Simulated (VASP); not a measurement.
Wanted: the native input for a VASP 6.6.1 run.

```yaml
Task: single point
Functional: PBEsol
Potentials_or_basis: VASP PAW PBE potentials, release 64 (Ni)
Cutoff: 520 eV
k_mesh: 15 × 15 × 15
Occupations: fermi-dirac, width 0.1 eV
Spin: collinear spin, ferromagnetic start
Starting_moments: "[2.0] μB"
Dipole_correction: no
Further_INCAR_settings: ALGO = Normal; EDIFF = 1e-07; NBANDS = 15
```

The structure of Ni lies in POSCAR:

```
Ni
1.0
    0.0000000000      1.7716500000      1.7716500000
    1.7716500000      0.0000000000      1.7716500000
    1.7716500000      1.7716500000      0.0000000000
Ni
1
Direct
    0.0000000000      0.0000000000      0.0000000000
```

The input as run:

INCAR

```
PREC     = Accurate       # precision mode
ENCUT    = 520            # plane-wave cutoff, eV
EDIFF    = 1E-7           # SCF threshold, eV
ISMEAR   = -1             # smearing method
SIGMA    = 0.1            # smearing width, eV
LREAL    = False          # projectors in reciprocal space
LASPH    = True           # aspherical terms in the spheres
NELM     = 150            # most SCF steps
ALGO     = Normal         # electronic algorithm
ISIF     = 2              # what is computed and relaxed
LWAVE    = False          # write WAVECAR
LCHARG   = False          # write CHGCAR
ISPIN    = 2              # spin polarisation
MAGMOM   = 2              # initial moments
LORBIT   = 11             # projections on sites
LMAXMIX  = 4              # l up to which the mixer works
GGA      = PS             # functional
NBANDS   = 15             # bands
```

KPOINTS

```
Automatic mesh
0
Gamma
  15 15 15
```

Potentials or basis: VASP PAW PBE potentials, release 64 (Ni).

Command:

```bash
$ cat potpaw_PBE.64/Ni/POTCAR > POTCAR
$ mpirun -np 1 vasp_std > vasp.out
```

Results of the run:

The pressure is -12.8 GPa, the net moment is 0.63 μB per cell and the site moments are Ni +0.64 μB. The valence electrons inside the program's atomic spheres are Ni 9.27.

Caveat: the PAW data sets were made with another functional, which shifts forces and pressure a little.

Run time: 34 s on 1 thread of Intel(R) Xeon(R) Platinum 8375C CPU @ 2.90GHz (Ice Lake) (shared host), peak memory 0.15 GiB.
